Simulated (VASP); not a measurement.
# Be (P6_3/mmc) in VASP: a series of runs, part 2 of 2

VASP 6.6.1. Earlier steps stand in the parts before.

## Step 6: Single point, LDA (8.46 Å³/atom)

This run uses another cell than the first one, of 8.46 Å³/atom.

Input file INCAR:

```
SYSTEM = Be
ALGO = Normal
EDIFF = 1E-7
ENCUT = 520
ISIF = 2
ISMEAR = -1
LASPH = .TRUE.
LCHARG = .FALSE.
LREAL = .FALSE.
LWAVE = .FALSE.
NBANDS = 9
NELM = 100
PREC = Accurate
SIGMA = 0.1
```

Input file KPOINTS:

```
k-points
0
G
  26 26 15
  0 0 0
```

Input file POSCAR:

```
Be
1.0
    2.3153497723      0.0000000000      0.0000000000
   -1.1576748862      2.0051517214      0.0000000000
    0.0000000000      0.0000000000      3.6433922421
Be
2
Direct
    0.3333333333      0.6666666667      0.2500000000
    0.6666666667      0.3333333333      0.7500000000
```

Potentials or basis: VASP PAW LDA potentials, release 64 (Be).

Run with:

```
> cat potpaw_LDA.64/Be/POTCAR > POTCAR
> mpirun -np 1 vasp_std > vasp.out
```

OUTCAR:

```text
SYSTEM = Be
   EDIFF = 1E-7
   ENCUT = 520
   ISIF = 2
   ISMEAR = -1
   LASPH = .TRUE.
   LREAL = .FALSE.
   NELM = 100
   PREC = Accurate

 ion  position               nearest neighbor table
   1  0.333  0.667  0.250-   2 2.26   2 2.26   2 2.26   2 2.26   2 2.26   2 2.26
   2  0.667  0.333  0.750-   1 2.26   1 2.26   1 2.26   1 2.26   1 2.26   1 2.26

  LATTYP: Found a hexagonal cell.
 ALAT       =     2.3153497723
 C/A-ratio  =     1.5735817913

  Lattice vectors:

 A1 = (   2.3153497723,   0.0000000000,   0.0000000000)
 A2 = (  -1.1576748862,   2.0051517214,   0.0000000000)
 A3 = (   0.0000000000,   0.0000000000,   3.6433922421)

Analysis of symmetry for initial positions (statically):
=====================================================================
 Subroutine PRICEL returns:
 Original cell was already a primitive cell.

 Routine SETGRP: Setting up the symmetry group for a
 hexagonal supercell.

 Subroutine GETGRP returns: Found 24 space group operations
 (whereof 12 operations were pure point group operations)
 out of a pool of 24 trial point group operations.

The static configuration has the point symmetry D_3d.
 The point group associated with its full space group is D_6h.

Analysis of symmetry for dynamics (positions and initial velocities):
=====================================================================
 Subroutine PRICEL returns:
 Original cell was already a primitive cell.

 Routine SETGRP: Setting up the symmetry group for a
 hexagonal supercell.

 Subroutine GETGRP returns: Found 24 space group operations
 (whereof 12 operations were pure point group operations)
 out of a pool of 24 trial point group operations.

The dynamic configuration has the point symmetry D_3d.
 The point group associated with its full space group is D_6h.

 Subroutine INISYM returns: Found 24 space group operations
 (whereof 12 operations are pure point group operations),
 and found     1 'primitive' translations

----------------------------------------------------------------------------------------

                                     Primitive cell

  volume of cell :      16.9149

  direct lattice vectors                    reciprocal lattice vectors
     2.315349772  0.000000000  0.000000000     0.431900187  0.249357689  0.000000000
    -1.157674886  2.005151721  0.000000000     0.000000000  0.498715379  0.000000000
     0.000000000  0.000000000  3.643392242     0.000000000  0.000000000  0.274469487

  length of vectors
     2.315349772  2.315349772  3.643392242     0.498715379  0.498715379  0.274469487

  position of ions in fractional coordinates (direct lattice)
     0.333333333  0.666666667  0.250000000
     0.666666667  0.333333333  0.750000000

  ion indices of the primitive-cell ions
   primitive index   ion index
                 1           1
                 2           2

----------------------------------------------------------------------------------------

 KPOINTS: k-points

Automatic generation of k-mesh.
 Grid dimensions read from file:
 generate k-points for:   26   26   15

 Generating k-lattice:

  Cartesian coordinates                     Fractional coordinates (reciprocal lattice)
     0.016611546  0.009590680  0.000000000     0.038461538  0.000000000  0.000000000
     0.000000000  0.019181361  0.000000000     0.000000000  0.038461538  0.000000000
     0.000000000  0.000000000  0.018297966     0.000000000  0.000000000  0.066666667

  Length of vectors
     0.019181361  0.019181361  0.018297966

  Shift w.r.t. Gamma in fractional coordinates (k-lattice)
     0.000000000  0.000000000  0.000000000

 Subroutine IBZKPT returns following result:
 ===========================================

 Found    560 irreducible k-points:

 Following reciprocal coordinates:
            Coordinates               Weight
  0.000000  0.000000  0.000000      1.000000
  0.038462  0.000000  0.000000      6.000000
  0.076923  0.000000  0.000000      6.000000
  0.115385  0.000000  0.000000      6.000000
  0.153846  0.000000  0.000000      6.000000
  0.192308  0.000000  0.000000      6.000000
[... 16 lines left out ...]
  0.346154  0.038462  0.000000     12.000000
  0.384615  0.038462  0.000000     12.000000
 [... further k-points ...]
   k-points           NKPTS =    560   k-points in BZ     NKDIM =    560   number of bands    NBANDS=      9
   number of dos      NEDOS =    301   number of ions     NIONS =      2
   total plane-waves  NPLWV =   9072
   dimension x,y,z NGX =    18 NGY =   18 NGZ =   28
   dimension x,y,z NGXF=    36 NGYF=   36 NGZF=   56
   ions per type =               2
   NGX,Y,Z   is equivalent  to a cutoff of  12.92, 12.92, 12.78 a.u.
   NGXF,Y,Z  is equivalent  to a cutoff of  25.85, 25.85, 25.55 a.u.
 SYSTEM =  Be
   PREC   = accura    normal or accurate (medium, high low for compatibility)
   ISTART =      0    job   : 0-new  1-cont  2-samecut
   ICHARG =      2    charge: 1-file 2-atom 10-const
   ISPIN  =      1    spin polarized calculation?
   LNONCOLLINEAR =      F non collinear calculations
   LSORBIT =      F    spin-orbit coupling
   LASPH  =      T    aspherical Exc in radial PAW
   ENCUT  =  520.0 eV  38.22 Ry    6.18 a.u.   4.31  4.31  6.77*2*pi/ulx,y,z
   NELM   =    100;   NELMIN=  2; NELMDL= -5     # of ELM steps
   EDIFF  = 0.1E-06   stopping-criterion for ELM
   LREAL  =      F    real-space projection
   EDIFFG = 0.1E-05   stopping-criterion for IOM
   NSW    =      0    number of steps for IOM
   IBRION =     -1    ionic relax: 0-MD 1-quasi-New 2-CG
   NFREE  =      0    steps in history (QN), initial steepest desc. (CG)
   ISIF   =      2    stress and relaxation
   ISYM   =      2    0-nonsym 1-usesym 2-fastsym
   POTIM  = 0.5000    time-step for ionic-motion
   TEBEG  =    0.0;   TEEND  =   0.0 temperature during run
   PSTRESS=    0.0 pullay stress
   NELECT =       4.0000    total number of electrons
   NUPDOWN=      -1.0000    fix difference up-down
   EMIN   =  10.00;   EMAX   =-10.00  energy-range for DOS
   EFERMI =   0.00;   METHOD = LEGACY
   ISMEAR =    -1;   SIGMA  =   0.10  broadening in eV -4-tet -1-fermi 0-gaus
   EFERMI_NEDOS =   21; number of points for ismear=-14 and -15
   IALGO  =     38    algorithm
   IMIX   =      4    mixing-type and parameters
     AMIX     =   0.40;   BMIX     =  1.00
     AMIX_MAG =   1.60;   BMIX_MAG =  1.00
  volume/ion in A,a.u.               =       8.46        57.07
  Fermi-wavevector in a.u.,A,eV,Ry     =   1.012368  1.913097 13.944450  1.024888
  Thomas-Fermi vector in A             =   2.145473
   LORBIT       =      0    0 simple, 1 ext, 2 COOP (PROOUT), +10 PAW based schemes
   GGA     = CA    functional components
   LHFCALC =     F    Hartree Fock is set to
   AEXX    =    0.0000 exact exchange contribution
   IVDW    =     0    specifies the selected vdW correction
   LEPSILON=     F    determine dielectric tensor
   LRPA    =     F    only Hartree local field effects (RPA)
 non-spin polarized calculation
  energy-cutoff  :      520.00
  volume of cell :       16.91
 maximum number of plane-waves:       482
 NGX is ok and might be reduce to    18
   NGX =  9   NGY =  9   NGZ = 13

 number of electron       4.0000000 magnetization

 Free energy of the ion-electron system (eV)
  ---------------------------------------------------
  ext. energy  EPLUGINS =         0.00000000
  ---------------------------------------------------
  free energy    TOTEN  =        -8.35167071 eV

  energy without entropy =       -8.34841800  energy(sigma->0) =       -8.35004436

 E-fermi :   6.3116     XC(G=0): -10.4019

 val. band max:        6.2714037047   @ k =   0.3462   0.0000   0.0000
 cond. band min:       6.3712675204   @ k =   0.3077   0.1154   0.0000
 fundamental gap:      0.0998638157
 Fermi energy:         6.3115800656

 k-point     1 :       0.0000    0.0000    0.0000
  band No.  band energies     occupation
      1      -4.5996      2.00000
      2       2.0471      2.00000
      3       7.2538      0.00016
      4      21.1417      0.00000
      5      21.1417      0.00000
      6      23.8407      0.00000
      7      23.8407      0.00000
      8      25.7045      0.00000
      9      32.3691      0.00000
[... 265 lines left out ...]
 k-point    24 :       0.3846    0.0385    0.0000
  band No.  band energies     occupation
      1      -0.1151      2.00000
      2       5.1620      1.99998
      3       7.7571      0.00000
      4      12.0284      0.00000
      5      14.8786      0.00000
      6      15.0407      0.00000
      7      17.5701      0.00000
      8      22.1961      0.00000
      9      25.0114      0.00000

 [... further k-points ...]
[... 5 lines left out ...]
  --------------------------------------------------------------------------------------
  -------------------------------------------------------------------------------------
  Total       -1.2500522     -1.2500522     -1.3200717      0.0000000     -0.0000000      0.0000000
  in kB     -118.4047064   -118.4047064   -125.0369332      0.0000000     -0.0000000      0.0000000
  external PRESSURE =    -120.6154487 kB  Pullay stress =       0.0000000 kB

 VOLUME and BASIS-vectors are now :
 -----------------------------------------------------------------------------
  energy-cutoff  :      520.00
  volume of cell :       16.91
      direct lattice vectors                 reciprocal lattice vectors
     2.315349772  0.000000000  0.000000000     0.431900187  0.249357689  0.000000000
    -1.157674886  2.005151721  0.000000000     0.000000000  0.498715379  0.000000000
     0.000000000  0.000000000  3.643392242     0.000000000  0.000000000  0.274469487

 POSITION                                       TOTAL-FORCE (eV/Angst)
 -----------------------------------------------------------------------------------
     -0.00000      1.33677      0.91085         0.000000      0.000000      0.000000
      1.15767      0.66838      2.73254        -0.000000      0.000000      0.000000
 -----------------------------------------------------------------------------------
    total drift:                                0.000000     -0.000000      0.000000

  FREE ENERGIE OF THE ION-ELECTRON SYSTEM (eV)
  ---------------------------------------------------
  free  energy   TOTEN  =        -8.3516707142 eV

  energy  without entropy=       -8.3484179996  energy(sigma->0) =       -8.35004436
```

OSZICAR:

```text
N       E                     dE             d eps       ncg     rms          rms(c)
DAV:   1    -0.434163608644E+01   -0.43416E+01   -0.17451E+03 10232   0.360E+02
DAV:   2    -0.834137806361E+01   -0.39997E+01   -0.38879E+01 14966   0.441E+01
DAV:   3    -0.839023156307E+01   -0.48853E-01   -0.48697E-01 11078   0.342E+00
DAV:   4    -0.839028102572E+01   -0.49463E-04   -0.49462E-04 11979   0.101E-01
DAV:   5    -0.839028103257E+01   -0.68532E-08   -0.61931E-08 10832   0.142E-03    0.115E+00
DAV:   6    -0.836417888236E+01    0.26102E-01   -0.17091E-03 11078   0.241E-01    0.692E-01
DAV:   7    -0.835167786785E+01    0.12501E-01   -0.30504E-03 11650   0.313E-01    0.162E-02
DAV:   8    -0.835167139849E+01    0.64694E-05   -0.10708E-05 11013   0.252E-02    0.466E-03
DAV:   9    -0.835167072040E+01    0.67810E-06   -0.36436E-07 11908   0.462E-03    0.401E-04
DAV:  10    -0.835167071419E+01    0.62141E-08   -0.13349E-09  6386   0.290E-04
   1 F= -.83516707E+01 E0= -.83500444E+01  d E =-.325271E-02
```

stdout:

```text
POSCAR found type information on POSCAR Be
 POSCAR found :  1 types and       2 ions
 scaLAPACK will be used
 LDA part: xc-table for (Slater(with rela. corr.)+CA(PZ))
 , standard interpolation
 POSCAR, INCAR and KPOINTS ok, starting setup
 FFT: planning ... GRIDC
 FFT: planning ... GRID_SOFT
 FFT: planning ... GRID
 WAVECAR not read
 entering main loop
```

It took 41 s on 1 thread of Intel Xeon Platinum 8259CL at 2.50GHz (Skylake/Cascade Lake), shared host; peak memory 0.17 GiB.

Results:

| Item | Value |
| --- | --- |
| Free energy | -8.3517 eV |
| Pressure | -12.1 GPa |
| Band gap on the k mesh | zero (bands 2 and 3 overlap by 1.60 eV) |

Stress tensor (GPa, compression positive):
```
-11.84   0.00   0.00
  0.00 -11.84   0.00
  0.00   0.00 -12.50
```

Levels at points of the mesh, in eV from the Fermi level:
| k point | band 1 | band 2 | band 3 | band 4 | band 5 |
| --- | --- | --- | --- | --- | --- |
| (0.00, 0.00, 0.00) | -10.91 | -4.26 | 0.94 | 14.83 | 14.83 |
| (0.50, 0.00, 0.00) | -4.81 | -3.09 | 3.35 | 6.20 | 6.25 |

Caveat: the cell stands under tension.

## Step 7: The runs side by side

```tsv
cell	gap on the mesh (eV)	pressure (GPa)
a = 2.230, b = 2.230, c = 3.508 Å, angles 90.0, 90.0, 120.0°, 2 atoms	none	0.4
a = 2.259, b = 2.259, c = 3.554 Å, angles 90.0, 90.0, 120.0°, 2 atoms	none	-4.5
a = 2.287, b = 2.287, c = 3.599 Å, angles 90.0, 90.0, 120.0°, 2 atoms	none	-8.6
a = 2.315, b = 2.315, c = 3.643 Å, angles 90.0, 90.0, 120.0°, 2 atoms	none	-12.1
```

Alike in all rows: task single point; level LDA; potentials or basis VASP PAW LDA potentials, release 64 (Be); no spin polarisation; k mesh 26 × 26 × 15; cutoff (eV) 520; smearing fermi-dirac 0.1 eV.

Caveats: the cell stands under tension (at least some runs).

Total energies depend on the potentials used, so only differences within one code and one set of settings carry meaning.
